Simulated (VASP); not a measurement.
Here is a VASP 6.6.1 calculation.

Contents of INCAR:

```
SYSTEM = Ag
PREC = Accurate ; ENCUT = 600
EDIFF = 1E-8 ; ISMEAR = -1
SIGMA = 0.1 ; LREAL = .False.
LASPH = .True. ; NELM = 60
ALGO = Normal ; ISIF = 3
LWAVE = .False. ; LCHARG = .True.
GGA = PS ; NBANDS = 18
IBRION = 6 ; NFREE = 2
POTIM = 0.015 ; NSW = 1
```

The input KPOINTS:

```
Automatic mesh
0
Gamma
  18 18 10
  0 0 0
```

POSCAR

```
Ag
1.0
    2.7999925748      0.0000000000      0.0000000000
   -1.3999962874      2.4248647002      0.0000000000
    0.0000000000      0.0000000000      4.5862154624
Ag
2
Direct
    0.3333333333      0.6666666667      0.2500000000
    0.6666666667      0.3333333333      0.7500000000
```

Potentials or basis: VASP PAW PBE potentials, release 64 (Ag).

Run with:

```sh
$ cat potpaw_PBE.64/Ag/POTCAR > POTCAR
$ mpirun -np 1 vasp_std > vasp.out
```

Q: What does it give for the Voigt bulk modulus?

A: 161 GPa.

Q: Estimate the highest phonon frequency at Γ.

A: 210 cm⁻¹.

Clamped-ion elastic tensor (GPa):
```
239 137 108   0   0   0
137 239 108   0   0   0
108 108 264   0   0   0
  0   0   0  35   0   0
  0   0   0   0  35   0
  0   0   0   0   0  51
```

Caveat: the cell is under stress, which shifts elastic constants; the PAW data sets were made with another functional, which shifts forces and pressure a little.
